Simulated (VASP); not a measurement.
# KBr (Fm-3m) in VASP: a series of runs

KBr is run at these levels: r2SCAN; tasks: single point.

Program: VASP 6.6.1. These are calculated values, not measurements. Logs are shortened: lines on timing, memory, paths and dates and some standing lists are left out, and cuts for length are marked.

## Step 1: The cell of the first run

It takes space group Fm-3m (No. 225, cubic). Conventional cell: a = 5.833 Å, b = 5.833 Å, c = 5.833 Å, α = 90.00°, β = 90.00°, γ = 90.00°. Within 3.8 Å of K (site symmetry m-3m) lie 6 Br at 2.92 Å. Within 3.8 Å of Br (site symmetry m-3m) lie 6 K at 2.92 Å.

## Step 2: Single point, r2SCAN

POSCAR

```
KBr
1.0
    2.9164100871      2.9164100871      0.0000000000
   -2.9164100871      2.9164100871      0.0000000000
    0.0000000000      2.9164100871      2.9164100871
K Br
1 1
Direct
    0.0000000000      0.0000000000      0.0000000000
    0.5000000000      0.5000000000      0.0000000000
```

INCAR.step1

```
SYSTEM = KBr
ALGO     = Normal         ! electronic algorithm
EDIFF    = 1E-4           ! SCF threshold, eV
ENCUT    = 520            ! plane-wave cutoff, eV
GGA      = PE             ! functional
ISMEAR   = 0              ! smearing method
LASPH    = .TRUE.         ! aspherical terms in the spheres
LCHARG   = .FALSE.        ! write CHGCAR
LREAL    = .FALSE.        ! projectors in reciprocal space
LWAVE    = .TRUE.         ! write WAVECAR
NBANDS   = 15             ! bands
NELM     = 100            ! most SCF steps
PREC     = Accurate       ! precision mode
SIGMA    = 0.01           ! smearing width, eV
```

INCAR.step2

```
SYSTEM = KBr
ALGO     = Normal         ! electronic algorithm
EDIFF    = 1E-7           ! SCF threshold, eV
ENCUT    = 520            ! plane-wave cutoff, eV
ISIF     = 2              ! what is computed and relaxed
ISMEAR   = 0              ! smearing method
ISTART   = 1            
LASPH    = .TRUE.         ! aspherical terms in the spheres
LCHARG   = .TRUE.         ! write CHGCAR
LELF     = .TRUE.         ! ELF
LMIXTAU  = .TRUE.       
LREAL    = .FALSE.        ! projectors in reciprocal space
LVHAR    = .TRUE.       
LWAVE    = .FALSE.        ! write WAVECAR
METAGGA  = R2SCAN         ! meta-GGA
NBANDS   = 15             ! bands
NELM     = 100            ! most SCF steps
PREC     = Accurate       ! precision mode
SIGMA    = 0.01           ! smearing width, eV
```

KPOINTS

```
k-points
0
G
  6 6 6
  0 0 0
```

Potentials or basis: VASP PAW PBE potentials, release 64 (K_sv, Br).

Started as:

```sh
$ cat potpaw_PBE.64/K_sv/POTCAR potpaw_PBE.64/Br/POTCAR > POTCAR
$ cp INCAR.step1 INCAR
$ mpirun -np 1 vasp_std > vasp.out
$ cp INCAR.step2 INCAR
$ mpirun -np 1 vasp_std > vasp.out
```

OUTCAR:

```text
SYSTEM = KBr
   EDIFF = 1E-7
   ENCUT = 520
   ISIF = 2
   ISMEAR = 0
   ISTART = 1
   LASPH = .TRUE.
   LREAL = .FALSE.
   METAGGA = R2SCAN
   NELM = 100
   PREC = Accurate

 ion  position               nearest neighbor table
   1  0.000  0.000  0.000-   2 2.92   2 2.92   2 2.92   2 2.92   2 2.92   2 2.92
   2  0.500  0.500  0.000-   1 2.92   1 2.92   1 2.92   1 2.92   1 2.92   1 2.92

  LATTYP: Found a face centered cubic cell.
 ALAT       =     5.8328201742

  Lattice vectors:

 A1 = (   0.0000000000,   2.9164100871,   2.9164100871)
 A2 = (   2.9164100871,   0.0000000000,   2.9164100871)
 A3 = (   2.9164100871,   2.9164100871,   0.0000000000)

Analysis of symmetry for initial positions (statically):
=====================================================================
 Subroutine PRICEL returns:
 Original cell was already a primitive cell.

 Routine SETGRP: Setting up the symmetry group for a
 face centered cubic supercell.

 Subroutine GETGRP returns: Found 48 space group operations
 (whereof 48 operations were pure point group operations)
 out of a pool of 48 trial point group operations.

The static configuration has the point symmetry O_h .

Analysis of symmetry for dynamics (positions and initial velocities):
=====================================================================
 Subroutine PRICEL returns:
 Original cell was already a primitive cell.

 Routine SETGRP: Setting up the symmetry group for a
 face centered cubic supercell.

 Subroutine GETGRP returns: Found 48 space group operations
 (whereof 48 operations were pure point group operations)
 out of a pool of 48 trial point group operations.

The dynamic configuration has the point symmetry O_h .

 Subroutine INISYM returns: Found 48 space group operations
 (whereof 48 operations are pure point group operations),
 and found     1 'primitive' translations

----------------------------------------------------------------------------------------

                                     Primitive cell

  volume of cell :      49.6107

  direct lattice vectors                    reciprocal lattice vectors
     2.916410087  2.916410087  0.000000000     0.171443653  0.171443653 -0.171443653
    -2.916410087  2.916410087  0.000000000    -0.171443653  0.171443653 -0.171443653
     0.000000000  2.916410087  2.916410087     0.000000000  0.000000000  0.342887307

  length of vectors
     4.124426699  4.124426699  4.124426699     0.296949118  0.296949118  0.342887307

  position of ions in fractional coordinates (direct lattice)
     0.000000000  0.000000000  0.000000000
     0.500000000  0.500000000  0.000000000

  ion indices of the primitive-cell ions
   primitive index   ion index
                 1           1
                 2           2

----------------------------------------------------------------------------------------

 KPOINTS: k-points

Automatic generation of k-mesh.
 Grid dimensions read from file:
 generate k-points for:    6    6    6

 Generating k-lattice:

  Cartesian coordinates                     Fractional coordinates (reciprocal lattice)
     0.028573942  0.028573942 -0.028573942     0.166666667  0.000000000  0.000000000
    -0.028573942  0.028573942 -0.028573942     0.000000000  0.166666667  0.000000000
     0.000000000  0.000000000  0.057147884     0.000000000  0.000000000  0.166666667

  Length of vectors
     0.049491520  0.049491520  0.057147884

  Shift w.r.t. Gamma in fractional coordinates (k-lattice)
     0.000000000  0.000000000  0.000000000

 Subroutine IBZKPT returns following result:
 ===========================================

 Found     16 irreducible k-points:

 Following reciprocal coordinates:
            Coordinates               Weight
  0.000000  0.000000  0.000000      1.000000
  0.166667  0.000000  0.000000      8.000000
  0.333333  0.000000  0.000000      8.000000
  0.500000  0.000000  0.000000      4.000000
  0.166667  0.166667  0.000000     12.000000
  0.333333  0.166667  0.000000     24.000000
[... 8 lines left out ...]
  0.500000  0.333333  0.166667     24.000000
  0.500000  0.500000  0.166667     12.000000
   k-points           NKPTS =     16   k-points in BZ     NKDIM =     16   number of bands    NBANDS=     15
   number of dos      NEDOS =    301   number of ions     NIONS =      2
   total plane-waves  NPLWV =  32768
   dimension x,y,z NGX =    32 NGY =   32 NGZ =   32
   dimension x,y,z NGXF=    64 NGYF=   64 NGZF=   64
   ions per type =               1   1
   NGX,Y,Z   is equivalent  to a cutoff of  12.90, 12.90, 12.90 a.u.
   NGXF,Y,Z  is equivalent  to a cutoff of  25.80, 25.80, 25.80 a.u.
 SYSTEM =  KBr
   PREC   = accura    normal or accurate (medium, high low for compatibility)
   ISTART =      1    job   : 0-new  1-cont  2-samecut
   ICHARG =      0    charge: 1-file 2-atom 10-const
   ISPIN  =      1    spin polarized calculation?
   LNONCOLLINEAR =      F non collinear calculations
   LSORBIT =      F    spin-orbit coupling
   LASPH  =      T    aspherical Exc in radial PAW
   ENCUT  =  520.0 eV  38.22 Ry    6.18 a.u.   7.67  7.67  7.67*2*pi/ulx,y,z
   NELM   =    100;   NELMIN=  2; NELMDL=  0     # of ELM steps
   EDIFF  = 0.1E-06   stopping-criterion for ELM
   LREAL  =      F    real-space projection
   EDIFFG = 0.1E-05   stopping-criterion for IOM
   NSW    =      0    number of steps for IOM
   IBRION =     -1    ionic relax: 0-MD 1-quasi-New 2-CG
   NFREE  =      0    steps in history (QN), initial steepest desc. (CG)
   ISIF   =      2    stress and relaxation
   ISYM   =      2    0-nonsym 1-usesym 2-fastsym
   POTIM  = 0.5000    time-step for ionic-motion
   TEBEG  =    0.0;   TEEND  =   0.0 temperature during run
   PSTRESS=    0.0 pullay stress
   NELECT =      16.0000    total number of electrons
   NUPDOWN=      -1.0000    fix difference up-down
   EMIN   =  10.00;   EMAX   =-10.00  energy-range for DOS
   EFERMI =   0.00;   METHOD = LEGACY
   ISMEAR =     0;   SIGMA  =   0.01  broadening in eV -4-tet -1-fermi 0-gaus
   EFERMI_NEDOS =   21; number of points for ismear=-14 and -15
   IALGO  =     38    algorithm
   IMIX   =      4    mixing-type and parameters
     AMIX     =   0.40;   BMIX     =  1.00
     AMIX_MAG =   1.60;   BMIX_MAG =  1.00
  volume/ion in A,a.u.               =      24.81       167.39
  Fermi-wavevector in a.u.,A,eV,Ry     =   1.122681  2.121559 17.148944  1.260412
  Thomas-Fermi vector in A             =   2.259342
   LORBIT       =      0    0 simple, 1 ext, 2 COOP (PROOUT), +10 PAW based schemes
   METAGGA = R2SCAN    functional components
   LHFCALC =     F    Hartree Fock is set to
   AEXX    =    0.0000 exact exchange contribution
   IVDW    =     0    specifies the selected vdW correction
   LEPSILON=     F    determine dielectric tensor
   LRPA    =     F    only Hartree local field effects (RPA)
 non-spin polarized calculation
 Gauss-broadening in eV      SIGMA  =   0.01
  energy-cutoff  :      520.00
  volume of cell :       49.61
 maximum number of plane-waves:      1363
 NGX is ok and might be reduce to    32
   NGX = 15   NGY = 15   NGZ = 15

 number of electron      15.9999999 magnetization

 Free energy of the ion-electron system (eV)
  ---------------------------------------------------
  ext. energy  EPLUGINS =         0.00000000
  ---------------------------------------------------
  free energy    TOTEN  =       -22.50548593 eV

  energy without entropy =      -22.50548593  energy(sigma->0) =      -22.50548593

 E-fermi :  -0.0494     XC(G=0):  -9.4575

 val. band max:       -0.1766077330   @ k =   0.0000   0.0000   0.0000
 cond. band min:       5.3886654677   @ k =   0.5000   0.5000   0.0000
 fundamental gap:      5.5652732007
 Fermi energy:        -0.0494011676

 k-point     1 :       0.0000    0.0000    0.0000
  band No.  band energies     occupation
      1     -28.5353      2.00000
      2     -13.5728      2.00000
      3     -11.2693      2.00000
      4     -11.2693      2.00000
      5     -11.2693      2.00000
      6      -0.1766      2.00000
      7      -0.1766      2.00000
      8      -0.1766      2.00000
      9       6.2867      0.00000
     10       7.7966      0.00000
     11       7.7966      0.00000
     12       7.7966      0.00000
     13       9.0474      0.00000
     14       9.0474      0.00000
     15      12.7507      0.00000

 k-point     2 :       0.1667    0.0000    0.0000
  band No.  band energies     occupation
      1     -28.5254      2.00000
      2     -13.7015      2.00000
      3     -11.2711      2.00000
      4     -11.2711      2.00000
      5     -11.0872      2.00000
      6      -0.8329      2.00000
      7      -0.4022      2.00000
      8      -0.4022      2.00000
      9       7.0566      0.00000
     10       7.8803      0.00000
     11       8.2794      0.00000
     12       8.2794      0.00000
     13       9.7248      0.00000
     14       9.7248      0.00000
     15      14.1141      0.00000

 k-point     3 :       0.3333    0.0000    0.0000
  band No.  band energies     occupation
      1     -28.5054      2.00000
      2     -13.9200      2.00000
      3     -11.2745      2.00000
      4     -11.2745      2.00000
      5     -10.7530      2.00000
      6      -1.8649      2.00000
      7      -0.8023      2.00000
      8      -0.8023      2.00000
      9       7.4121      0.00000
     10       9.4417      0.00000
     11       9.5869      0.00000
     12       9.5869      0.00000
     13      11.3876      0.00000
     14      11.3876      0.00000
     15      14.3850      0.00000

 k-point     4 :       0.5000    0.0000    0.0000
  band No.  band energies     occupation
      1     -28.4954      2.00000
      2     -14.0158      2.00000
      3     -11.2761      2.00000
      4     -11.2761      2.00000
      5     -10.5939      2.00000
      6      -2.3044      2.00000
      7      -0.9826      2.00000
      8      -0.9826      2.00000
      9       7.7019      0.00000
     10       9.8915      0.00000
     11      11.1597      0.00000
     12      11.1598      0.00000
     13      11.7700      0.00000
     14      11.7700      0.00000
     15      13.6877      0.00000
[... 163 lines left out ...]
 k-point    14 :       0.3333    0.3333    0.1667
  band No.  band energies     occupation
      1     -28.4934      2.00000
      2     -13.7400      2.00000
      3     -11.4356      2.00000
      4     -11.3522      2.00000
      5     -10.9499      2.00000
      6      -1.6968      2.00000
      7      -0.8979      2.00000
      8      -0.7772      2.00000
      9       6.9645      0.00000
     10       9.0944      0.00000
     11      10.2580      0.00000
     12      11.0144      0.00000
     13      11.4813      0.00000
     14      12.2261      0.00000
     15      13.5082      0.00000

 k-point    15 :       0.5000    0.3333    0.1667
  band No.  band energies     occupation
      1     -28.4871      2.00000
      2     -13.7102      2.00000
      3     -11.4759      2.00000
      4     -11.4208      2.00000
      5     -10.9302      2.00000
      6      -1.6164      2.00000
      7      -1.0531      2.00000
      8      -0.9507      2.00000
      9       7.9545      0.00000
     10       8.2809      0.00000
     11      10.7554      0.00000
     12      11.1702      0.00000
     13      11.9186      0.00000
     14      12.8802      0.00000
     15      13.7776      0.00000

 k-point    16 :       0.5000    0.5000    0.1667
  band No.  band energies     occupation
      1     -28.4845      2.00000
      2     -13.5271      2.00000
      3     -11.5993      2.00000
      4     -11.4794      2.00000
      5     -11.0977      2.00000
      6      -1.2320      2.00000
      7      -1.0869      2.00000
      8      -0.8633      2.00000
      9       6.6200      0.00000
     10       9.5067      0.00000
     11      10.0851      0.00000
     12      11.3148      0.00000
     13      11.9031      0.00000
     14      12.4764      0.00000
     15      13.9056      0.00000

------------------------ aborting loop because EDIFF is reached ----------------------------------------

  FORCE on cell =-STRESS in cart. coord.  units (eV):
  Direction    XX          YY          ZZ          XY          YZ          ZX
  --------------------------------------------------------------------------------------
  -------------------------------------------------------------------------------------
  Total        4.6902613      4.6902613      4.6902613      0.0000000     -0.0000000      0.0000000
  in kB      151.4718230    151.4718230    151.4718230      0.0000000     -0.0000000      0.0000000
  external PRESSURE =     151.4718230 kB  Pullay stress =       0.0000000 kB

 VOLUME and BASIS-vectors are now :
 -----------------------------------------------------------------------------
  energy-cutoff  :      520.00
  volume of cell :       49.61
      direct lattice vectors                 reciprocal lattice vectors
     2.916410087  2.916410087  0.000000000     0.171443653  0.171443653 -0.171443653
    -2.916410087  2.916410087  0.000000000    -0.171443653  0.171443653 -0.171443653
     0.000000000  2.916410087  2.916410087     0.000000000  0.000000000  0.342887307

 POSITION                                       TOTAL-FORCE (eV/Angst)
 -----------------------------------------------------------------------------------
      0.00000      0.00000      0.00000        -0.000000     -0.000000      0.000000
      0.00000      2.91641      0.00000         0.000000      0.000000      0.000000
 -----------------------------------------------------------------------------------
    total drift:                                0.000000     -0.000000     -0.000000

  FREE ENERGIE OF THE ION-ELECTRON SYSTEM (eV)
  ---------------------------------------------------
  free  energy   TOTEN  =       -22.5054859292 eV

  energy  without entropy=      -22.5054859292  energy(sigma->0) =      -22.50548593
```

Wall time 47 s (1 thread of AMD EPYC 9R45 (Zen 5), shared host); peak memory 0.16 GiB.

What came out:

```yaml
Free_energy: -22.5055 eV
Pressure: 15.1 GPa
Band_gap_on_the_k_mesh: 5.57 eV (least direct gap 5.97 eV)
```

Levels at points of the mesh, in eV from the valence-band top:
```csv
k point,band 4,band 5,band 6,band 7,band 8,band 9,band 10,band 11,band 12,band 13
"(0.00, 0.00, 0.00)",-11.09,-11.09,0.00,0.00,0.00,6.46,7.97,7.97,7.97,9.22
"(0.50, 0.00, 0.00)",-11.10,-10.42,-2.13,-0.81,-0.81,7.88,10.07,11.34,11.34,11.95
"(0.50, 0.50, 0.00)",-11.24,-11.24,-1.18,-0.40,-0.40,5.57,9.61,10.57,11.94,12.52
```

Caveat: the cell stands under pressure; the PAW data sets were made with another functional, which shifts forces and pressure a little. A k mesh can miss the band edges.

## Step 3: Single point, r2SCAN

This run uses another cell than the first one, of 26.73 Å³/atom.

POSCAR

```
KBr
1.0
    2.9901052876      2.9901052876      0.0000000000
   -2.9901052876      2.9901052876      0.0000000000
    0.0000000000      2.9901052876      2.9901052876
K Br
1 1
Direct
    0.0000000000      0.0000000000      0.0000000000
    0.5000000000      0.5000000000      0.0000000000
```

INCAR.step1

```
PREC = Accurate
ENCUT = 520
ISMEAR = 0
SIGMA = 0.01
LREAL = False
LASPH = True
NELM = 80
NBANDS = 15
GGA = PE
ALGO = Normal
EDIFF = 1E-4
LWAVE = True
LCHARG = False
```

INCAR.step2

```
PREC = Accurate
ENCUT = 520
EDIFF = 1E-7
ISMEAR = 0
SIGMA = 0.01
LREAL = False
LASPH = True
NELM = 80
ALGO = Normal
ISIF = 2
LWAVE = False
LCHARG = True
METAGGA = R2SCAN
LMIXTAU = True
LELF = True
LVHAR = True
NBANDS = 15
ISTART = 1
```

KPOINTS

```
regular mesh
0
Gamma
  6 6 6
```

Potentials or basis: VASP PAW PBE potentials, release 64 (K_sv, Br).

Started as:

```sh
$ cat potpaw_PBE.64/K_sv/POTCAR potpaw_PBE.64/Br/POTCAR > POTCAR
$ cp INCAR.step1 INCAR
$ mpirun -np 1 vasp_std > vasp.out
$ cp INCAR.step2 INCAR
$ mpirun -np 1 vasp_std > vasp.out
```

Run time: 39 s. Hardware: 1 thread of AMD EPYC 9R45 (Zen 5), shared host; peak memory 0.15 GiB.

It converged, with:

```
Free energy            : -22.8067 eV
Pressure               : 10.1 GPa
Band gap on the k mesh : 5.79 eV (least direct gap 6.12 eV)
```

Levels at points of the mesh, in eV from the valence-band top:
```csv
k point,band 4,band 5,band 6,band 7,band 8,band 9,band 10,band 11,band 12,band 13
"(0.00, 0.00, 0.00)",-11.14,-11.14,0.00,0.00,0.00,6.12,8.08,8.08,8.08,9.27
"(0.50, 0.00, 0.00)",-11.15,-10.60,-1.89,-0.67,-0.67,7.74,9.86,11.21,11.21,11.73
"(0.50, 0.50, 0.00)",-11.26,-11.26,-1.12,-0.38,-0.38,5.79,9.26,10.54,11.66,12.01
```

Caveat: the cell stands under pressure; the PAW data sets were made with another functional, which shifts forces and pressure a little. A k mesh can miss the band edges.

(Continued in part 2 of 2.)
